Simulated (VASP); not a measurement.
## Be2Cl3: relaxation of cell and atoms with PBE

The system is Be2Cl3.

```
Be Cl
1.0
     2.98176    1.72152    6.95904
    -2.98176    1.72152    6.95904
     0.00000   -3.44304    6.95904
Be Cl
4 6
Direct
  0.44332 0.44332 0.44332
  0.05668 0.05668 0.05668
  0.55668 0.55668 0.55668
  0.94332 0.94332 0.94332
  0.59844 0.90156 0.25000
  0.25000 0.59844 0.90156
  0.90156 0.25000 0.59844
  0.40156 0.09844 0.75000
  0.75000 0.40156 0.09844
  0.09844 0.75000 0.40156
```

```
Program                : VASP 6.6.1
Task                   : relaxation of cell and atoms
Functional             : PBE
Potentials or basis    : VASP PAW PBE potentials, release 64 (Be, Cl)
Cutoff                 : 600 eV
k mesh                 : 6 × 6 × 6
Occupations            : gaussian, width 0.1 eV
Spin                   : no spin polarisation
Dipole correction      : no
Further INCAR settings : ALGO = Normal; EDIFF = 1e-06; IBRION = 2; EDIFFG = -0.01; NSW = 100; ISIF = 3
```

```yaml
Relaxed_volume: 21.64 Å³/atom
Relaxed_cell: a = 7.842 Å, b = 7.842 Å, c = 7.842 Å, α = 44.63°, β = 44.63°, γ = 44.63°
Space_group_after_relaxing_to_0.1_Å: R-3c (No. 167)
Energy_gained_by_relaxing: 0.3 meV/atom
Ionic_steps: 7
Pressure_after_relaxing: 0.0 GPa
Band_gap_on_the_k_mesh: zero (bands 25 and 26 overlap by 0.16 eV)
```

Step by step:
```tsv
step	energy change (eV)	largest force (eV/Å)	pressure (GPa)	volume (Å³)
1	0.0000	0.0210	0.07	214.33
2	-0.0012	0.0010	0.10	214.63
3	-0.0022	0.0401	0.15	215.23
4	-0.0028	0.0264	-0.02	216.25
5	-0.0029	0.0243	-0.05	216.41
6	-0.0031	0.0138	-0.03	216.42
7	-0.0031	0.0014	-0.01	216.43
```

Final structure:
```
Be Cl
1.0
     2.97738    1.71899    7.04781
    -2.97738    1.71899    7.04781
     0.00000   -3.43798    7.04781
Be Cl
4 6
Direct
  0.44346 0.44346 0.44346
  0.05654 0.05654 0.05654
  0.55654 0.55654 0.55654
  0.94346 0.94346 0.94346
  0.59862 0.90138 0.25000
  0.25000 0.59862 0.90138
  0.90138 0.25000 0.59862
  0.40138 0.09862 0.75000
  0.75000 0.40138 0.09862
  0.09862 0.75000 0.40138
```

Levels at points of the mesh, in eV from the Fermi level:
```tsv
k point	band 23	band 24	band 25	band 26	band 27	band 28
(0.00, 0.00, 0.00)	-3.76	-3.76	-1.32	1.31	3.23	3.41
(0.50, 0.00, 0.00)	-4.07	-4.07	-0.11	-0.11	3.70	3.70
(0.50, 0.50, 0.00)	-4.14	-4.00	-0.33	0.52	3.28	3.92
(0.50, 0.50, 0.50)	-3.80	-3.80	0.00	0.00	3.72	3.72
```

Wall time 39 min on 1 thread of Intel Xeon 8259CL, with other jobs on the host, peak memory 0.72 GiB.
